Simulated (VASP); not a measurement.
# KF (R-3m) in VASP: notebook, part 2 of 2

VASP 6.6.1. The steps go on from the part before.

**3. Single point, PBEsol**

This run uses another cell than the first one, of the same volume but with other edges.

Input file INCAR:

```
SYSTEM = KF
PREC = Accurate
ENCUT = 520
EDIFF = 1E-6
ISMEAR = 0
SIGMA = 0.05
LREAL = .False.
LASPH = .True.
NELM = 60
ALGO = Normal
ISIF = 2
LWAVE = .False.
LCHARG = .True.
GGA = PS
LELF = .True.
LVHAR = .True.
NBANDS = 15
```

Input file KPOINTS:

```
regular mesh
0
Gamma
  8 8 8
  0 0 0
```

Input file POSCAR:

```
KF
1.0
    3.2999468899     -0.3531308480     -0.3531308480
   -0.3531308480      3.2999468899     -0.3531308480
   -0.3531308480     -0.3531308480      3.2999468899
K F
1 1
Direct
    0.0000000000      0.0000000000      0.0000000000
    0.5000000000      0.5000000000      0.5000000000
```

Potentials or basis: VASP PAW PBE potentials, release 64 (K_sv, F).

Run with:

```
$ cat potpaw_PBE.64/K_sv/POTCAR potpaw_PBE.64/F/POTCAR > POTCAR
$ mpirun -np 1 vasp_std > vasp.out
```

OUTCAR:

```text
SYSTEM = KF
   PREC = Accurate
   ENCUT = 520
   EDIFF = 1E-6
   ISMEAR = 0
   LREAL = .False.
   LASPH = .True.
   NELM = 60
   ISIF = 2
   GGA = PS

 ion  position               nearest neighbor table
   1  0.000  0.000  0.000-   2 2.25   2 2.25
   2  0.500  0.500  0.500-   1 2.25   1 2.25

  LATTYP: Found a trigonal (rhomboedric) cell.
 ALAT       =     3.3375218753
 COS(alpha) =    -0.1980352222

  Lattice vectors:

 A1 = (   3.2999468899,  -0.3531308480,  -0.3531308480)
 A2 = (  -0.3531308480,   3.2999468899,  -0.3531308480)
 A3 = (  -0.3531308480,  -0.3531308480,   3.2999468899)

Analysis of symmetry for initial positions (statically):
=====================================================================
 Subroutine PRICEL returns:
 Original cell was already a primitive cell.

 Routine SETGRP: Setting up the symmetry group for a
 trigonal (rhombohedral) supercell.

 Subroutine GETGRP returns: Found 12 space group operations
 (whereof 12 operations were pure point group operations)
 out of a pool of 12 trial point group operations.

The static configuration has the point symmetry D_3d.

Analysis of symmetry for dynamics (positions and initial velocities):
=====================================================================
 Subroutine PRICEL returns:
[... 170 lines left out ...]
      4     -11.6699      2.00000
      5     -11.6699      2.00000
      6      -2.4676      2.00000
      7      -2.4676      2.00000
      8      -1.7422      2.00000
      9       3.5297      0.00000
     10       6.8007      0.00000
     11       6.8007      0.00000
     12      11.0523      0.00000
     13      11.0523      0.00000
     14      12.4173      0.00000
[... 401 lines left out ...]
      2     -21.3298      2.00000
      3     -12.2644      2.00000
      4     -11.7807      2.00000
      5     -11.4754      2.00000
      6      -3.1990      2.00000
      7      -2.7986      2.00000
      8      -2.5940      2.00000
      9       6.5906      0.00000
     10       7.6182      0.00000
     11       8.3347      0.00000
     12      10.3815      0.00000
     13      11.1516      0.00000
     14      13.7776      0.00000
     15      14.7394      0.00000

 [... further k-points ...]
[... 5 lines left out ...]
  --------------------------------------------------------------------------------------
  -------------------------------------------------------------------------------------
  Total        1.6305963      1.6305963      1.6305963      2.0540299      2.0540299      2.0540299
  in kB       75.4782701     75.4782701     75.4782701     95.0784840     95.0784840     95.0784840
  external PRESSURE =      75.4782701 kB  Pullay stress =       0.0000000 kB

 VOLUME and BASIS-vectors are now :
 -----------------------------------------------------------------------------
  energy-cutoff  :      520.00
  volume of cell :       34.61
      direct lattice vectors                 reciprocal lattice vectors
     3.299946890 -0.353130848 -0.353130848     0.311011787  0.037270008  0.037270008
    -0.353130848  3.299946890 -0.353130848     0.037270008  0.311011787  0.037270008
    -0.353130848 -0.353130848  3.299946890     0.037270008  0.037270008  0.311011787

 POSITION                                       TOTAL-FORCE (eV/Angst)
 -----------------------------------------------------------------------------------
      0.00000      0.00000      0.00000        -0.000000      0.000000      0.000000
      1.29684      1.29684      1.29684         0.000000     -0.000000     -0.000000
 -----------------------------------------------------------------------------------
    total drift:                               -0.000000      0.000000      0.000000

  FREE ENERGIE OF THE ION-ELECTRON SYSTEM (eV)
  ---------------------------------------------------
  free  energy   TOTEN  =        -7.9273976723 eV

  energy  without entropy=       -7.9273976723  energy(sigma->0) =       -7.92739767
```

OSZICAR:

```text
N       E                     dE             d eps       ncg     rms          rms(c)
DAV:   1     0.110444629904E+03    0.11044E+03   -0.84006E+03  1950   0.106E+03
DAV:   2    -0.477445119061E+01   -0.11522E+03   -0.10509E+03  2547   0.287E+02
DAV:   3    -0.899274181568E+01   -0.42183E+01   -0.42011E+01  2395   0.494E+01
DAV:   4    -0.911353457044E+01   -0.12079E+00   -0.12077E+00  2817   0.761E+00
DAV:   5    -0.911492206795E+01   -0.13875E-02   -0.13875E-02  2563   0.776E-01    0.736E+00
DAV:   6    -0.798192078662E+01    0.11330E+01   -0.28893E+00  2167   0.158E+01    0.633E+00
DAV:   7    -0.794419028891E+01    0.37730E-01   -0.87440E-02  2456   0.253E+00    0.369E+00
DAV:   8    -0.792640196381E+01    0.17788E-01   -0.49099E-02  2314   0.233E+00    0.259E-01
DAV:   9    -0.792720867955E+01   -0.80672E-03   -0.53394E-03  2583   0.620E-01    0.124E-01
DAV:  10    -0.792736811804E+01   -0.15944E-03   -0.49858E-04  2322   0.234E-01    0.705E-02
DAV:  11    -0.792740445171E+01   -0.36334E-04   -0.67188E-05  2543   0.926E-02    0.298E-02
DAV:  12    -0.792739769633E+01    0.67554E-05   -0.42597E-05  2281   0.686E-02    0.356E-03
DAV:  13    -0.792739767234E+01    0.23988E-07   -0.21104E-06  2368   0.139E-02
   1 F= -.79273977E+01 E0= -.79273977E+01  d E =-.171923E-12
```

It took 53 s on 1 thread of Intel Xeon 8259CL, shared host; peak memory 0.17 GiB.

What came out:

```yaml
Free_energy: -7.9274 eV
Pressure: 7.5 GPa
Band_gap_on_the_k_mesh: 5.27 eV
```

Stress tensor (GPa, compression positive):
```
7.55 9.51 9.51
9.51 7.55 9.51
9.51 9.51 7.55
```

Caveat: the cell stands under pressure; the PAW data sets were made with another functional, which shifts forces and pressure a little. A k mesh can miss the band edges.

**4. Single point, PBEsol**

This run uses another cell than the first one, of the same volume but with other edges.

Input file INCAR:

```
SYSTEM = KF
  PREC = Accurate
  ENCUT = 520
  EDIFF = 1E-6
  ISMEAR = 0
  SIGMA = 0.05
  LREAL = .False.
  LASPH = .True.
  NELM = 100
  ALGO = Normal
  ISIF = 2
  LWAVE = .False.
  LCHARG = .False.
  GGA = PS
  NBANDS = 15
```

Input file KPOINTS:

```
Automatic mesh
0
Gamma
  8 8 8
  0 0 0
```

Input file POSCAR:

```
KF
1.0
    3.3034807754      0.3971927032      0.3971927032
    0.3971927032      3.3034807754      0.3971927032
    0.3971927032      0.3971927032      3.3034807754
K F
1 1
Direct
    0.0000000000      0.0000000000      0.0000000000
    0.5000000000      0.5000000000      0.5000000000
```

Run with:

```
$ cat potpaw_PBE.64/K_sv/POTCAR potpaw_PBE.64/F/POTCAR > POTCAR
$ mpirun -np 1 vasp_std > vasp.out
```

It took 52 s on 1 thread of Intel Xeon 8259CL, shared host; peak memory 0.17 GiB.

It converged, with:

```yaml
Free_energy: -8.3863 eV
Pressure: 0.6 GPa
Band_gap_on_the_k_mesh: 6.17 eV
```

Stress tensor (GPa, compression positive):
```
0.57 0.81 0.81
0.81 0.57 0.81
0.81 0.81 0.57
```

Levels at points of the mesh, in eV from the valence-band top:
| k point | band 4 | band 5 | band 6 | band 7 | band 8 | band 9 | band 10 | band 11 | band 12 | band 13 |
| --- | --- | --- | --- | --- | --- | --- | --- | --- | --- | --- |
| (0.00, 0.00, 0.00) | -9.58 | -9.48 | -0.14 | -0.14 | 0.00 | 6.17 | 9.03 | 9.03 | 13.04 | 13.04 |
| (0.50, 0.00, 0.00) | -9.49 | -9.43 | -1.18 | -0.53 | -0.17 | 8.90 | 10.19 | 10.71 | 13.40 | 13.60 |
| (0.50, 0.50, 0.00) | -10.09 | -9.50 | -0.54 | -0.39 | -0.07 | 8.05 | 9.61 | 12.67 | 12.82 | 13.02 |
| (0.50, 0.50, 0.50) | -9.86 | -9.86 | -1.12 | -0.96 | -0.96 | 9.34 | 11.84 | 11.84 | 12.34 | 15.15 |

Caveat: the PAW data sets were made with another functional, which shifts forces and pressure a little.

**5. Single point, PBEsol**

This run uses another cell than the first one, of the same volume but with other edges.

Input file INCAR:

```
ALGO = Normal ; EDIFF = 1E-6
ENCUT = 520 ; GGA = PS
ISIF = 2 ; ISMEAR = 0
LASPH = T ; LCHARG = F
LREAL = F ; LWAVE = F
NBANDS = 15 ; NELM = 80
PREC = Accurate ; SIGMA = 0.05
```

Input file KPOINTS:

```
k-points
0
Gamma
  8 8 8
```

Input file POSCAR:

```
KF
1.0
    3.3487292855     -0.5151891209     -0.5151891209
   -0.5151891209      3.3487292855     -0.5151891209
   -0.5151891209     -0.5151891209      3.3487292855
K F
1 1
Direct
    0.0000000000      0.0000000000      0.0000000000
    0.5000000000      0.5000000000      0.5000000000
```

Run with:

```
$ cat potpaw_PBE.64/K_sv/POTCAR potpaw_PBE.64/F/POTCAR > POTCAR
$ mpirun -np 1 vasp_std > vasp.out
```

Run time: 55 s. Hardware: 1 thread of Intel Xeon 8259CL, shared host; peak memory 0.17 GiB.

It converged, with:

```yaml
Free_energy: -6.6255 eV
Pressure: 27.5 GPa
Band_gap_on_the_k_mesh: 3.47 eV
```

Stress tensor (GPa, compression positive):
```
27.54 28.87 28.87
28.87 27.54 28.87
28.87 28.87 27.54
```

Levels at points of the mesh, in eV from the valence-band top:
| k point | band 5 | band 6 | band 7 | band 8 | band 9 | band 10 | band 11 | band 12 |
| --- | --- | --- | --- | --- | --- | --- | --- | --- |
| (0.00, 0.00, 0.00) | -10.75 | -2.25 | -2.25 | 0.00 | 3.47 | 8.13 | 8.13 | 10.97 |
| (0.50, 0.00, 0.00) | -9.65 | -3.21 | -2.91 | -2.47 | 6.94 | 8.34 | 8.44 | 11.89 |
| (0.50, 0.50, 0.00) | -10.90 | -2.62 | -2.33 | -0.03 | 6.15 | 8.41 | 9.85 | 10.80 |
| (0.50, 0.50, 0.50) | -9.76 | -3.26 | -3.26 | -3.11 | 8.19 | 8.19 | 11.40 | 11.40 |

Caveat: the cell stands under pressure; the PAW data sets were made with another functional, which shifts forces and pressure a little. A k mesh can miss the band edges.

**6. Single point, PBEsol**

This run uses another cell than the first one, of the same volume but with other edges.

Input file INCAR:

```
SYSTEM = KF
PREC = Accurate
ENCUT = 520
EDIFF = 1E-6
ISMEAR = 0
SIGMA = 0.05
LREAL = .False.
LASPH = .True.
NELM = 60
ALGO = Normal
ISIF = 2
LWAVE = .False.
LCHARG = .False.
GGA = PS
NBANDS = 15
```

Input file KPOINTS:

```
regular mesh
0
Gamma
  8 8 8
  0 0 0
```

Input file POSCAR:

```
KF
1.0
    3.2683532800     -0.1720185937     -0.1720185937
   -0.1720185937      3.2683532800     -0.1720185937
   -0.1720185937     -0.1720185937      3.2683532800
K F
1 1
Direct
    0.0000000000      0.0000000000      0.0000000000
    0.5000000000      0.5000000000      0.5000000000
```

Potentials or basis: VASP PAW PBE potentials, release 64 (K_sv, F).

Run with:

```
$ cat potpaw_PBE.64/K_sv/POTCAR potpaw_PBE.64/F/POTCAR > POTCAR
$ mpirun -np 1 vasp_std > vasp.out
```

It took 26 s on 1 thread of Intel Xeon 8259CL, shared host; peak memory 0.16 GiB.

The run converged. Its results:

```yaml
Free_energy: -8.3006 eV
Pressure: -0.8 GPa
Band_gap_on_the_k_mesh: 6.03 eV
```

Stress tensor (GPa, compression positive):
```
-0.85  1.62  1.62
 1.62 -0.85  1.62
 1.62  1.62 -0.85
```

Levels at points of the mesh, in eV from the valence-band top:
```csv
k point,band 4,band 5,band 6,band 7,band 8,band 9,band 10,band 11,band 12,band 13
"(0.00, 0.00, 0.00)",-9.81,-9.81,-0.10,-0.10,0.00,6.03,8.39,8.39,13.74,13.74
"(0.50, 0.00, 0.00)",-9.73,-9.68,-1.26,-0.37,-0.12,9.09,9.39,10.65,12.29,13.06
"(0.50, 0.50, 0.00)",-10.54,-9.68,-0.71,-0.48,-0.01,8.46,8.79,11.78,12.47,13.31
"(0.50, 0.50, 0.50)",-10.49,-10.16,-1.09,-1.09,-1.08,9.94,9.94,11.80,14.20,14.20
```

Caveat: the PAW data sets were made with another functional, which shifts forces and pressure a little.

**7. Summary**

| cell | gap on the mesh (eV) | pressure (GPa) |
| --- | --- | --- |
| a = 3.556 Å, angles 109.5°, 2 atoms | none | 71.9 |
| a = 3.338 Å, angles 101.4°, 2 atoms | 5.27 | 7.5 |
| a = 3.351 Å, angles 75.7°, 2 atoms | 6.17 | 0.6 |
| a = 3.427 Å, angles 105.7°, 2 atoms | 3.47 | 27.5 |
| a = 3.277 Å, angles 95.9°, 2 atoms | 6.03 | -0.8 |

Alike in all rows: task single point; level PBEsol; potentials or basis VASP PAW PBE potentials, release 64 (K_sv, F); no spin polarisation; k mesh 8 × 8 × 8; cutoff (eV) 520; smearing gaussian 0.05 eV.

Caveats: the PAW data sets were made with another functional, which shifts forces and pressure a little; the cell stands under pressure (at least some runs).

Absolute energies hang on the potentials; compare differences alone.
